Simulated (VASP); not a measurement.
# Ba3S4: relaxation of cell and atoms with PBE

The system is Ba3S4.

```xyz
7
Lattice="6.3686 0.0000 0.0000 0.0000 6.3686 0.0000 0.0000 0.0000 6.3686" Properties=species:S:1:pos:R:3 pbc="T T T"
Ba    3.1843    0.0000    0.0000
Ba    0.0000    3.1843    0.0000
Ba    0.0000    0.0000    3.1843
S     0.0000    3.1843    3.1843
S     3.1843    0.0000    3.1843
S     3.1843    3.1843    0.0000
S     0.0000    0.0000    0.0000
```

This cell differs from its parent crystal: atoms taken out.

* Program: VASP 6.6.1
* Task: relaxation of cell and atoms
* Functional: PBE
* Potentials or basis: VASP PAW PBE potentials, release 64 (Ba_sv, S)
* Cutoff: 600 eV
* k mesh: 6 × 6 × 6
* Occupations: gaussian, width 0.1 eV
* Spin: no spin polarisation
* Dipole correction: no
* Further INCAR settings: ALGO = Normal; EDIFF = 1e-06; IBRION = 2; EDIFFG = -0.01; NSW = 100; ISIF = 3

```json
{
 "Relaxed volume": "37.46 Å³/atom",
 "Relaxed cell": "a = 6.401 Å, b = 6.401 Å, c = 6.401 Å, α = 90.00°, β = 90.00°, γ = 90.00°",
 "Space group after relaxing (to 0.1 Å)": "Pm-3m (No. 221)",
 "Energy gained by relaxing": "0.7 meV/atom",
 "Ionic steps": "2",
 "Pressure after relaxing": "0.0 GPa",
 "Band gap on the k mesh": "zero (bands 27 and 28 overlap by 0.16 eV)"
}
```

The path:
```csv
step,energy change (eV),largest force (eV/Å),pressure (GPa),volume (Å³)
1,0.0000,0.0000,0.45,258.31
2,-0.0051,0.0000,-0.02,262.22
```

Final structure:
```yaml
crystal:
  lattice:
    - [6.40058, 0.00000, 0.00000]
    - [0.00000, 6.40058, 0.00000]
    - [0.00000, 0.00000, 6.40058]
  atoms:
    - { symbol: Ba, position: [0.50000, 0.00000, 0.00000] }
    - { symbol: Ba, position: [0.00000, 0.50000, 0.00000] }
    - { symbol: Ba, position: [0.00000, 0.00000, 0.50000] }
    - { symbol: S, position: [0.00000, 0.50000, 0.50000] }
    - { symbol: S, position: [0.50000, 0.00000, 0.50000] }
    - { symbol: S, position: [0.50000, 0.50000, 0.00000] }
    - { symbol: S, position: [0.00000, 0.00000, 0.00000] }
```

Levels at points of the mesh, in eV from the Fermi level:
```
           k point  band 23  band 24  band 25  band 26  band 27  band 28  band 29  band 30  band 31  band 32
(0.00, 0.00, 0.00)    -0.05    -0.05    -0.05     0.13     0.13     0.13     2.87     2.87     2.87     4.10
(0.50, 0.00, 0.00)    -0.34    -0.26    -0.04    -0.04    -0.04    -0.04     3.09     4.54     4.68     4.68
(0.50, 0.50, 0.00)    -0.82    -0.45    -0.37    -0.24    -0.24     0.19     4.85     5.01     5.01     5.12
(0.50, 0.50, 0.50)    -1.00    -0.91    -0.91    -0.91     0.10     0.10     5.89     5.91     5.91     5.91
```

Run time: 4.1 min on 1 thread of Intel(R) Xeon(R) 6975P-C (Granite Rapids) (shared host), peak memory 0.51 GiB.

Caveat: the cell differs from its parent crystal (atoms taken out); spin-orbit coupling is left out, which moves the levels of the heavy elements.
